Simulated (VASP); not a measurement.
# C (Fd-3m) in VASP: a series of runs, part 2 of 2

VASP 6.6.1.

### Step 3. Single point, r2SCAN

POSCAR

```
C
1.0
    0.0000000000      1.7834200000      1.7834200000
    1.7834200000      0.0000000000      1.7834200000
    1.7834200000      1.7834200000      0.0000000000
C
2
Direct
    0.5000000000      0.5000000000      0.5000000000
    0.7500000000      0.7500000000      0.7500000000
```

INCAR.step1

```
SYSTEM = C
PREC = Accurate
ENCUT = 660
ISMEAR = -1
SIGMA = 0.05
LREAL = .FALSE.
LASPH = .TRUE.
NELM = 120
NBANDS = 11
GGA = PE
ALGO = Normal
EDIFF = 1E-5
LWAVE = .TRUE.
LCHARG = .FALSE.
GGA_COMPAT = .FALSE.
```

INCAR.step2

```
SYSTEM = C
PREC = Accurate
ENCUT = 660
EDIFF = 1E-6
ISMEAR = -1
SIGMA = 0.05
LREAL = .FALSE.
LASPH = .TRUE.
NELM = 120
ALGO = Normal
ISIF = 2
LWAVE = .FALSE.
LCHARG = .FALSE.
METAGGA = R2SCAN
LMIXTAU = .TRUE.
NBANDS = 11
ISTART = 1
GGA_COMPAT = .FALSE.
```

KPOINTS

```
regular mesh
0
G
  12 12 12
  0 0 0
```

Potentials or basis: VASP PAW PBE potentials, release 64 (C).

The run is started by

```console
$ cat potpaw_PBE.64/C/POTCAR > POTCAR
$ cp INCAR.step1 INCAR
$ mpirun -np 1 vasp_std > vasp.out
$ cp INCAR.step2 INCAR
$ mpirun -np 1 vasp_std > vasp.out
```

OUTCAR:

```text
SYSTEM = C
   PREC = Accurate
   ENCUT = 660
   EDIFF = 1E-6
   ISMEAR = -1
   LREAL = .FALSE.
   LASPH = .TRUE.
   NELM = 120
   ISIF = 2
   METAGGA = R2SCAN
   ISTART = 1

 ion  position               nearest neighbor table
   1  0.500  0.500  0.500-   2 1.54   2 1.54   2 1.54   2 1.54
   2  0.750  0.750  0.750-   1 1.54   1 1.54   1 1.54   1 1.54

  LATTYP: Found a face centered cubic cell.
 ALAT       =     3.5668400000

  Lattice vectors:

 A1 = (   0.0000000000,   1.7834200000,   1.7834200000)
 A2 = (   1.7834200000,   0.0000000000,   1.7834200000)
[... 515 lines left out ...]
      7      21.4221      0.00000
      8      26.0906      0.00000
      9      30.2643      0.00000
     10      34.9776      0.00000
     11      35.6987      0.00000

 [... further k-points ...]
[... 5 lines left out ...]
  --------------------------------------------------------------------------------------
  -------------------------------------------------------------------------------------
  Total       -0.1654481     -0.1654481     -0.1654481     -0.0000000     -0.0000000      0.0000000
  in kB      -23.3658376    -23.3658376    -23.3658376     -0.0000000     -0.0000000      0.0000000
  external PRESSURE =     -23.3658376 kB  Pullay stress =       0.0000000 kB

 VOLUME and BASIS-vectors are now :
 -----------------------------------------------------------------------------
  energy-cutoff  :      660.00
  volume of cell :       11.34
      direct lattice vectors                 reciprocal lattice vectors
     0.000000000  1.783420000  1.783420000    -0.280360207  0.280360207  0.280360207
     1.783420000  0.000000000  1.783420000     0.280360207 -0.280360207  0.280360207
     1.783420000  1.783420000  0.000000000     0.280360207  0.280360207 -0.280360207

 POSITION                                       TOTAL-FORCE (eV/Angst)
 -----------------------------------------------------------------------------------
      1.78342      1.78342      1.78342        -0.000000     -0.000000      0.000000
      2.67513      2.67513      2.67513         0.000000      0.000000     -0.000000
 -----------------------------------------------------------------------------------
    total drift:                                0.000000      0.000000      0.000000

  FREE ENERGIE OF THE ION-ELECTRON SYSTEM (eV)
  ---------------------------------------------------
  free  energy   TOTEN  =       -19.6690505624 eV

  energy  without entropy=      -19.6690505624  energy(sigma->0) =      -19.66905056
```

It took 16 s on 1 thread of Intel Xeon 6975P-C (Granite Rapids), shared host; peak memory 0.13 GiB.

What came out:

```
Free energy            : -19.6691 eV
Pressure               : -2.3 GPa
Band gap on the k mesh : 4.34 eV, indirect (least direct gap 5.84 eV)
```

Caveat: the PAW data sets were made with another functional, which shifts forces and pressure a little. A k mesh can miss the band edges.

### Step 4. Single point, r2SCAN

POSCAR is that of step 3.

INCAR.step1

```
SYSTEM = C
  ALGO = Normal
  EDIFF = 1E-5
  ENCUT = 660
  GGA = PE
  GGA_COMPAT = .False.
  ISMEAR = -1
  LASPH = .True.
  LCHARG = .False.
  LREAL = .False.
  LWAVE = .True.
  NBANDS = 11
  NELM = 120
  PREC = Accurate
  SIGMA = 0.003
```

INCAR.step2

```
SYSTEM = C
  ALGO = Normal
  EDIFF = 1E-6
  ENCUT = 660
  GGA_COMPAT = .False.
  ISIF = 2
  ISMEAR = -1
  ISTART = 1
  LASPH = .True.
  LCHARG = .False.
  LMIXTAU = .True.
  LREAL = .False.
  LWAVE = .False.
  METAGGA = R2SCAN
  NBANDS = 11
  NELM = 120
  PREC = Accurate
  SIGMA = 0.003
```

KPOINTS

```
k-points
0
Gamma
  12 12 12
  0 0 0
```

The run is started by

```console
$ cat potpaw_PBE.64/C/POTCAR > POTCAR
$ cp INCAR.step1 INCAR
$ mpirun -np 1 vasp_std > vasp.out
$ cp INCAR.step2 INCAR
$ mpirun -np 1 vasp_std > vasp.out
```

Wall time 16 s (1 thread of Intel Xeon 6975P-C (Granite Rapids), shared host); peak memory 0.13 GiB.

Results (log left out):

| Item | Value |
| --- | --- |
| Free energy | -19.6691 eV |
| Pressure | -2.3 GPa |
| Band gap on the k mesh | 4.34 eV, indirect (least direct gap 5.84 eV) |

Levels at points of the mesh, in eV from the valence-band top:
| k point | band 2 | band 3 | band 4 | band 5 | band 6 | band 7 |
| --- | --- | --- | --- | --- | --- | --- |
| (0.00, 0.00, 0.00) | 0.00 | 0.00 | 0.00 | 5.84 | 5.84 | 5.84 |
| (0.50, 0.00, 0.00) | -14.04 | -2.98 | -2.98 | 8.88 | 8.88 | 9.13 |
| (0.50, 0.50, 0.00) | -13.59 | -6.66 | -6.66 | 5.00 | 5.00 | 17.87 |

Caveat: the PAW data sets were made with another functional, which shifts forces and pressure a little.

### Step 5. Single point, r2SCAN

POSCAR is that of step 4.

INCAR.step1

```
ALGO     = Normal         # electronic algorithm
EDIFF    = 1E-5           # SCF threshold, eV
ENCUT    = 660            # plane-wave cutoff, eV
GGA      = PE             # functional
GGA_COMPAT= False        
ISMEAR   = -1             # smearing method
LASPH    = True           # aspherical terms in the spheres
LCHARG   = False          # write CHGCAR
LREAL    = False          # projectors in reciprocal space
LWAVE    = True           # write WAVECAR
NBANDS   = 11             # bands
NELM     = 120            # most SCF steps
PREC     = Accurate       # precision mode
SIGMA    = 0.05           # smearing width, eV
```

INCAR.step2

```
ALGO     = Normal         # electronic algorithm
EDIFF    = 1E-6           # SCF threshold, eV
ENCUT    = 660            # plane-wave cutoff, eV
GGA_COMPAT= False        
ISIF     = 2              # what is computed and relaxed
ISMEAR   = -1             # smearing method
ISTART   = 1            
LASPH    = True           # aspherical terms in the spheres
LCHARG   = False          # write CHGCAR
LMIXTAU  = True         
LREAL    = False          # projectors in reciprocal space
LWAVE    = False          # write WAVECAR
METAGGA  = R2SCAN         # meta-GGA
NBANDS   = 11             # bands
NELM     = 120            # most SCF steps
PREC     = Accurate       # precision mode
SIGMA    = 0.05           # smearing width, eV
```

KPOINTS

```
k-points
0
Gamma
  12 12 12
```

The run is started by

```console
$ cat potpaw_PBE.64/C/POTCAR > POTCAR
$ cp INCAR.step1 INCAR
$ mpirun -np 1 vasp_std > vasp.out
$ cp INCAR.step2 INCAR
$ mpirun -np 1 vasp_std > vasp.out
```

It took 18 s on 1 thread of Intel Xeon 6975P-C (Granite Rapids), shared host; peak memory 0.13 GiB.

It converged, with:

```yaml
Free_energy: -19.6691 eV
Pressure: -2.3 GPa
Band_gap_on_the_k_mesh: 4.34 eV, indirect (least direct gap 5.84 eV)
```

Levels at points of the mesh, in eV from the valence-band top:
| k point | band 1 | band 2 | band 3 | band 4 | band 5 | band 6 | band 7 | band 8 |
| --- | --- | --- | --- | --- | --- | --- | --- | --- |
| (0.00, 0.00, 0.00) | -22.69 | 0.00 | 0.00 | 0.00 | 5.84 | 5.84 | 5.84 | 13.81 |
| (0.50, 0.00, 0.00) | -16.75 | -14.04 | -2.98 | -2.98 | 8.88 | 8.88 | 9.13 | 16.70 |
| (0.50, 0.50, 0.00) | -13.59 | -13.59 | -6.66 | -6.66 | 5.00 | 5.00 | 17.87 | 17.87 |

Caveat: the PAW data sets were made with another functional, which shifts forces and pressure a little. A k mesh can miss the band edges.

### Step 6. Overview

```csv
k mesh,smearing,gap on the mesh (eV),pressure (GPa)
6 × 6 × 6,fermi-dirac 0.05 eV,4.34,-2.3
12 × 12 × 12,fermi-dirac 0.05 eV,4.34,-2.3
12 × 12 × 12,fermi-dirac 0.003 eV,4.34,-2.3
```

Alike in all rows: task single point; level r2SCAN; potentials or basis VASP PAW PBE potentials, release 64 (C); no spin polarisation; cell as given; cutoff (eV) 660.

Caveats: some runs use coarse meshes; the PAW data sets were made with another functional, which shifts forces and pressure a little.

Total energies depend on the potentials used, so only differences within one code and one set of settings carry meaning.
